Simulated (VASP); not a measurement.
Set up this calculation in VASP 6.6.1, as the native input.

```
Task                   : relaxation of cell and atoms
Functional             : PBE
Potentials or basis    : VASP PAW PBE potentials, release 64 (Au)
Cutoff                 : 600 eV
k mesh                 : 18 × 18 × 18
Occupations            : fermi-dirac, width 0.05 eV
Spin                   : collinear spin
Starting moments       : [0.2] μB
Dipole correction      : no
Further INCAR settings : ALGO = Normal; EDIFF = 1e-07; IBRION = 2; EDIFFG = -0.005; NSW = 60; ISIF = 3
```

The structure of Au lies in POSCAR:

```
Au
1.0
    0.0000000000      2.0782718017      2.0782718017
    2.0782718017      0.0000000000      2.0782718017
    2.0782718017      2.0782718017      0.0000000000
Au
1
Direct
    0.0000000000      0.0000000000      0.0000000000
```

These files were run (other wordings do the same):

INCAR

```
SYSTEM = Au
  PREC = Accurate
  ENCUT = 600
  EDIFF = 1E-7
  ISMEAR = -1
  SIGMA = 0.05
  LREAL = .FALSE.
  LASPH = .TRUE.
  NELM = 150
  ALGO = Normal
  ISIF = 3
  LWAVE = .FALSE.
  LCHARG = .FALSE.
  ISPIN = 2
  MAGMOM = 0.2
  LORBIT = 11
  LMAXMIX = 4
  GGA = PE
  IBRION = 2
  NSW = 60
  EDIFFG = -0.005
```

KPOINTS

```
Automatic mesh
0
G
  18 18 18
  0 0 0
```

Potentials or basis: VASP PAW PBE potentials, release 64 (Au).

Launch:

```sh
$ cat potpaw_PBE.64/Au/POTCAR > POTCAR
$ mpirun -np 1 vasp_std > vasp.out
```

It gave:

```json
{"Pressure after relaxing": "0.0 GPa", "Net moment": "0.00 μB per cell", "Valence electrons inside the program's atomic spheres": "Au 9.60"}
```

Caveat: the relaxation stopped at its first step, so nothing moved.

Wall time 46 s on 1 thread of AMD EPYC 9R45 96-Core Processor (Zen 5) (shared host), peak memory 0.17 GiB.
